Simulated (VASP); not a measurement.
Crystal: Li.

```xyz
1
Lattice="-1.7547 1.7547 1.7547 1.7547 -1.7547 1.7547 1.7547 1.7547 -1.7547" Properties=species:S:1:pos:R:3 pbc="T T T"
Li    0.0000    0.0000    0.0000
```

```yaml
Program: VASP 6.6.1
Task: relaxation of cell and atoms
Functional: PBEsol
Potentials_or_basis: VASP PAW PBE potentials, release 64 (Li_sv)
Cutoff: 600 eV
k_mesh: 9 × 9 × 9
Occupations: fermi-dirac, width 0.05 eV
Spin: no spin polarisation
```

At the start: pressure -0.9 GPa; volume 21.61 Å³/atom.

Problem. How do energy, volume and symmetry change on relaxing?

Solution. Over 3 steps the energy falls by 4.6 meV/atom and the volume is 20.32 Å³/atom (-6.0 %); space group Im-3m (No. 229, to 0.05 Å).

The path:
| step | energy change (eV) | largest force (eV/Å) | pressure (GPa) | volume (Å³) |
| --- | --- | --- | --- | --- |
| 1 | 0.0000 | 0.0000 | -0.91 | 21.61 |
| 2 | -0.0019 | 0.0000 | -0.72 | 21.23 |
| 3 | -0.0046 | 0.0000 | -0.21 | 20.32 |

Final structure:
```
Li
1.0
    -1.71905    1.71905    1.71905
     1.71905   -1.71905    1.71905
     1.71905    1.71905   -1.71905
Li
1
Direct
  0.00000 0.00000 0.00000
```

Caveat: the cutoff is under 1.25 times the usual one of these potentials, so pressure, stress and relaxed cells hold a basis-set (Pulay) error; the PAW data sets were made with another functional, which shifts forces and pressure a little.
